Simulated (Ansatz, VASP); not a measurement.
# NaF in VASP and in Ansatz

```
CELL_PARAMETERS angstrom
3.17755 0.00000 0.00000
-1.58878 2.75184 0.00000
0.00000 0.00000 5.47409
ATOMIC_POSITIONS crystal
Na 0.00000 0.00000 0.00000
Na 0.00000 0.00000 0.50000
F 0.33333 0.66667 0.25000
F 0.66667 0.33333 0.75000
```

Change from the starting cell: uniaxial_z strain -1.7%.

Alike in both runs: task single point; functional r2SCAN; k mesh 12 × 12 × 6; no spin polarisation.

|  | VASP | Ansatz |
| --- | --- | --- |
| version | VASP 6.6.1 | Ansatz 0.2.0 |
| potentials or method | VASP PAW PBE potentials, release 64 (Na_pv, F) | plane waves, PAW |
| plane-wave cutoff (eV) | 520 | 500 |
| occupations | gaussian, width 0.01 eV | fixed |
| valence electrons in the cell | 28 | 32 |

VASP gave:

```
gap on the k mesh at the Fermi level (eV)                     : 7.35
pressure (GPa)                                                : 0.4
traceless stress, the component that is largest in VASP (GPa) : 1.08
```

Question: Estimate Ansatz's values.

Answer: gap on the k mesh at the Fermi level (eV): 7.31; pressure (GPa): 1.0; traceless stress, the component that is largest in VASP (GPa): 1.14.

VASP's potentials were made for PBE, not for r2SCAN. VASP's potentials hold 28 valence electrons a cell and Ansatz's 32, so a difference there can come from the potentials and not from the codes.
